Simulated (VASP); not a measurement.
Ge3S, 4 atoms in the cell. Symmetry: P4/mmm, No. 123, tetragonal system. Conventional cell: a = 4.298 Å, b = 4.298 Å, c = 4.172 Å, α = 90.00°, β = 90.00°, γ = 90.00°. Ge (site symmetry 4/mmm) has 8 Ge at 3.00 Å and 4 S at 3.04 Å within 3.9 Å. Ge (site symmetry mmm) has 8 Ge at 3.00 to 3.04 Å and 4 S at 3.00 Å within 3.9 Å. Within 3.9 Å of S (site symmetry 4/mmm) lie 12 Ge at 3.00 to 3.04 Å. 

```yaml
Program: VASP 6.6.1
Task: single point
Functional: PBE
Potentials_or_basis: VASP PAW PBE potentials, release 64 (Ge_d, S)
Cutoff: 520 eV
k_mesh: 4 × 4 × 4
Occupations: gaussian, width 0.1 eV
Spin: no spin polarisation
Dipole_correction: no
Further_INCAR_settings: ALGO = Normal; EDIFF = 1e-06; NBANDS = 32
```

Potentials or basis: VASP PAW PBE potentials, release 64 (Ge_d, S).

Run with:

```sh
$ cat potpaw_PBE.64/Ge_d/POTCAR potpaw_PBE.64/S/POTCAR > POTCAR
$ mpirun -np 1 vasp_std > vasp.out
```

Hardware: 1 thread of Intel(R) Xeon(R) Platinum 8488C (Sapphire Rapids), with other jobs on the host.

Problem. Estimate the wall time of this run.

Solution. Run time: 21 s on 1 thread of Intel(R) Xeon(R) Platinum 8488C (Sapphire Rapids), with other jobs on the host, peak memory 0.19 GiB. Counts: scf iterations 13, k points 18.
